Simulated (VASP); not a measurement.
# Sb (I4/mmm) in VASP: further runs

The runs below take Sb through single point, with LDA.

Everything below comes from runs of VASP 6.6.1. Logs are shortened: lines on timing, memory, paths and dates and some standing lists are left out, and cuts for length are marked.

## 1. The cell of the first run

Symmetry: I4/mmm, No. 139, tetragonal system. Conventional cell: a = 3.186 Å, b = 3.186 Å, c = 4.980 Å, α = 90.00°, β = 90.00°, γ = 90.00°. Within 4.2 Å of Sb (site symmetry 4/mmm) lie 12 Sb at 3.19 to 3.36 Å.

## 2. Single point, LDA (strain -0.050 along x and y, +0.050 along z)

INCAR

```
SYSTEM = Sb
PREC = Accurate
ENCUT = 520
EDIFF = 1E-6
ISMEAR = 0
SIGMA = 0.15
LREAL = .False.
LASPH = .True.
NELM = 100
ALGO = Normal
ISIF = 2
LWAVE = .False.
LCHARG = .True.
GGA = CA
LELF = .True.
LVHAR = .True.
NBANDS = 8
```

KPOINTS

```
regular mesh
0
Gamma
  18 18 18
  0 0 0
```

POSCAR

```
Sb
1.0
    0.0000000000      2.2526803955      2.4898046477
    2.2526803955      0.0000000000      2.4898046477
    2.2526803955      2.2526803955      0.0000000000
Sb
1
Direct
    0.0000000000      0.0000000000      0.0000000000
```

Potentials or basis: VASP PAW LDA potentials, release 64 (Sb).

Command:

```bash
$ cat potpaw_LDA.64/Sb/POTCAR > POTCAR
$ mpirun -np 1 vasp_std > vasp.out
```

OUTCAR:

```text
SYSTEM = Sb
   PREC = Accurate
   ENCUT = 520
   EDIFF = 1E-6
   ISMEAR = 0
   LREAL = .False.
   LASPH = .True.
   NELM = 100
   ISIF = 2
   GGA = CA

 ion  position               nearest neighbor table
   1  0.000  0.000  0.000-

  LATTYP: Found a body centered tetragonal cell.
 ALAT       =     3.1857711670
 C/A-ratio  =     1.5630781479

  Lattice vectors:

 A1 = (  -2.2526803955,   0.0000000000,   2.4898046477)
 A2 = (   2.2526803955,   0.0000000000,   2.4898046477)
 A3 = (   0.0000000000,   2.2526803955,  -2.4898046477)

Analysis of symmetry for initial positions (statically):
=====================================================================
 Subroutine PRICEL returns:
 Original cell was already a primitive cell.

 Routine SETGRP: Setting up the symmetry group for a
 body centered tetragonal supercell.

 Subroutine GETGRP returns: Found 16 space group operations
 (whereof 16 operations were pure point group operations)
 out of a pool of 16 trial point group operations.

The static configuration has the point symmetry D_4h.

Analysis of symmetry for dynamics (positions and initial velocities):
=====================================================================
 Subroutine PRICEL returns:
 Original cell was already a primitive cell.

 Routine SETGRP: Setting up the symmetry group for a
 body centered tetragonal supercell.

 Subroutine GETGRP returns: Found 16 space group operations
 (whereof 16 operations were pure point group operations)
 out of a pool of 16 trial point group operations.

The dynamic configuration has the point symmetry D_4h.

 Subroutine INISYM returns: Found 16 space group operations
 (whereof 16 operations are pure point group operations),
 and found     1 'primitive' translations

----------------------------------------------------------------------------------------

                                     Primitive cell

  volume of cell :      25.2694

  direct lattice vectors                    reciprocal lattice vectors
     0.000000000  2.252680396  2.489804648    -0.221957807  0.221957807  0.200818968
     2.252680396  0.000000000  2.489804648     0.221957807 -0.221957807  0.200818968
     2.252680396  2.252680396  0.000000000     0.221957807  0.221957807 -0.200818968

  length of vectors
     3.357632521  3.357632521  3.185771167     0.372637617  0.372637617  0.372637617

  position of ions in fractional coordinates (direct lattice)
     0.000000000  0.000000000  0.000000000

[... 73 lines left out ...]
   ENCUT  =  520.0 eV  38.22 Ry    6.18 a.u.   6.24  6.24  5.92*2*pi/ulx,y,z
   NELM   =    100;   NELMIN=  2; NELMDL= -5     # of ELM steps
   EDIFF  = 0.1E-05   stopping-criterion for ELM
   LREAL  =      F    real-space projection
   EDIFFG = 0.1E-04   stopping-criterion for IOM
   NSW    =      0    number of steps for IOM
   IBRION =     -1    ionic relax: 0-MD 1-quasi-New 2-CG
   NFREE  =      0    steps in history (QN), initial steepest desc. (CG)
   ISIF   =      2    stress and relaxation
   ISYM   =      2    0-nonsym 1-usesym 2-fastsym
   POTIM  = 0.5000    time-step for ionic-motion
   TEBEG  =    0.0;   TEEND  =   0.0 temperature during run
   PSTRESS=    0.0 pullay stress
   NELECT =       5.0000    total number of electrons
   NUPDOWN=      -1.0000    fix difference up-down
   EMIN   =  10.00;   EMAX   =-10.00  energy-range for DOS
   EFERMI =   0.00;   METHOD = LEGACY
   ISMEAR =     0;   SIGMA  =   0.15  broadening in eV -4-tet -1-fermi 0-gaus
   EFERMI_NEDOS =   21; number of points for ismear=-14 and -15
   IALGO  =     38    algorithm
   IMIX   =      4    mixing-type and parameters
     AMIX     =   0.40;   BMIX     =  1.00
     AMIX_MAG =   1.60;   BMIX_MAG =  1.00
  volume/ion in A,a.u.               =      25.27       170.53
  Fermi-wavevector in a.u.,A,eV,Ry     =   0.953967  1.802736 12.382024  0.910053
  Thomas-Fermi vector in A             =   2.082671
   LORBIT       =      0    0 simple, 1 ext, 2 COOP (PROOUT), +10 PAW based schemes
   GGA     = CA    functional components
   LHFCALC =     F    Hartree Fock is set to
   AEXX    =    0.0000 exact exchange contribution
   IVDW    =     0    specifies the selected vdW correction
   LEPSILON=     F    determine dielectric tensor
   LRPA    =     F    only Hartree local field effects (RPA)
 non-spin polarized calculation
 Gauss-broadening in eV      SIGMA  =   0.15
  energy-cutoff  :      520.00
  volume of cell :       25.27
 maximum number of plane-waves:       696
 NGX is ok and might be reduce to    28
   NGX = 13   NGY = 13   NGZ = 11

 number of electron       5.0000000 magnetization

 Free energy of the ion-electron system (eV)
  ---------------------------------------------------
  ext. energy  EPLUGINS =         0.00000000
  ---------------------------------------------------
  free energy    TOTEN  =        -4.54174867 eV

  energy without entropy =       -4.53416417  energy(sigma->0) =       -4.53795642

 E-fermi :   9.2662     XC(G=0): -10.6448

 val. band max:        9.2521723810   @ k =   0.4444   0.2222   0.1667
 cond. band min:       9.2669128446   @ k =  -0.2778   0.1667   0.3889
 fundamental gap:      0.0147404635
 Fermi energy:         9.2662029439

 k-point     1 :       0.0000    0.0000    0.0000
  band No.  band energies     occupation
      1      -4.1879      2.00000
      2      14.8866      0.00000
      3      14.9909      0.00000
      4      14.9909      0.00000
      5      18.8745      0.00000
      6      19.5330      0.00000
      7      19.5330      0.00000
      8      19.7069      0.00000
[... 243 lines left out ...]
 k-point    24 :      -0.2222    0.0556    0.0000
  band No.  band energies     occupation
      1      -2.8763      2.00000
      2       8.6380      2.00000
      3      12.4309      0.00000
      4      14.8762      0.00000
      5      17.9218      0.00000
      6      19.6995      0.00000
      7      20.2268      0.00000
      8      21.3254      0.00000

 [... further k-points ...]
[... 5 lines left out ...]
  --------------------------------------------------------------------------------------
  -------------------------------------------------------------------------------------
  Total        0.2136514      0.2136514      0.3332832      0.0000000      0.0000000     -0.0000000
  in kB       13.5463393     13.5463393     21.1314667      0.0000000      0.0000000     -0.0000000
  external PRESSURE =      16.0747151 kB  Pullay stress =       0.0000000 kB

 VOLUME and BASIS-vectors are now :
 -----------------------------------------------------------------------------
  energy-cutoff  :      520.00
  volume of cell :       25.27
      direct lattice vectors                 reciprocal lattice vectors
     0.000000000  2.252680396  2.489804648    -0.221957807  0.221957807  0.200818968
     2.252680396  0.000000000  2.489804648     0.221957807 -0.221957807  0.200818968
     2.252680396  2.252680396  0.000000000     0.221957807  0.221957807 -0.200818968

 POSITION                                       TOTAL-FORCE (eV/Angst)
 -----------------------------------------------------------------------------------
      0.00000      0.00000      0.00000        -0.000000      0.000000      0.000000
 -----------------------------------------------------------------------------------
    total drift:                                0.000000     -0.000000     -0.000000

  FREE ENERGIE OF THE ION-ELECTRON SYSTEM (eV)
  ---------------------------------------------------
  free  energy   TOTEN  =        -4.5417486691 eV

  energy  without entropy=       -4.5341641685  energy(sigma->0) =       -4.53795642
```

stdout:

```text
POSCAR found type information on POSCAR Sb
 POSCAR found :  1 types and       1 ions
 scaLAPACK will be used
 LDA part: xc-table for (Slater(with rela. corr.)+CA(PZ))
 , standard interpolation
 POSCAR, INCAR and KPOINTS ok, starting setup
 FFT: planning ... GRIDC
 FFT: planning ... GRID_SOFT
 FFT: planning ... GRID
 WAVECAR not read
 entering main loop
```

It took 2.5 min on 1 thread of AMD EPYC 7R13, shared host; peak memory 0.18 GiB.

What came out:

| Quantity | Value |
| --- | --- |
| Free energy | -4.5417 eV |
| Pressure | 1.6 GPa |

Stress tensor (GPa, compression positive):
```
1.35 0.00 0.00
0.00 1.35 0.00
0.00 0.00 2.11
```

Caveat: the cell differs from its parent crystal (strain -0.050 along x and y, +0.050 along z); spin-orbit coupling is left out, which moves the levels of the heavy elements.

## 3. Single point, LDA (strain +0.050 along x and y, -0.050 along z)

INCAR: that of step 2 with these lines changed.

```diff
@@ -8,3 +8,3 @@
 LASPH = .True.
-NELM = 100
+NELM = 80
 ALGO = Normal
```

KPOINTS

```
Automatic mesh
0
Gamma
  18 18 18
  0 0 0
```

POSCAR

```
Sb
1.0
    0.0000000000      2.4898046477      2.2526803955
    2.4898046477      0.0000000000      2.2526803955
    2.4898046477      2.4898046477      0.0000000000
Sb
1
Direct
    0.0000000000      0.0000000000      0.0000000000
```

Potentials or basis: VASP PAW LDA potentials, release 64 (Sb).

Command:

```bash
$ cat potpaw_LDA.64/Sb/POTCAR > POTCAR
$ mpirun -np 1 vasp_std > vasp.out
```

It took 2.9 min on 1 thread of AMD EPYC 7R13, shared host; peak memory 0.2 GiB.

Results (log left out):

- Free energy: -4.5175 eV
- Pressure: -4.9 GPa

Stress tensor (GPa, compression positive):
```
-3.88  0.00  0.00
 0.00 -3.88  0.00
 0.00  0.00 -6.81
```

Levels at points of the mesh, in eV from the Fermi level:
```
           k point  band 1  band 2  band 3  band 4  band 5  band 6
(0.00, 0.00, 0.00)  -12.64    4.92    5.02    5.02    9.56    9.56
(0.50, 0.00, 0.00)   -9.11   -5.53    2.72    3.96    7.48    8.21
(0.50, 0.50, 0.00)   -6.89   -4.12   -0.40   -0.40    3.46    4.15
(0.50, 0.00, 0.50)   -8.00   -4.92    0.47    1.18    4.62    5.06
```

Caveat: the cell differs from its parent crystal (strain +0.050 along x and y, -0.050 along z); spin-orbit coupling is left out, which moves the levels of the heavy elements.
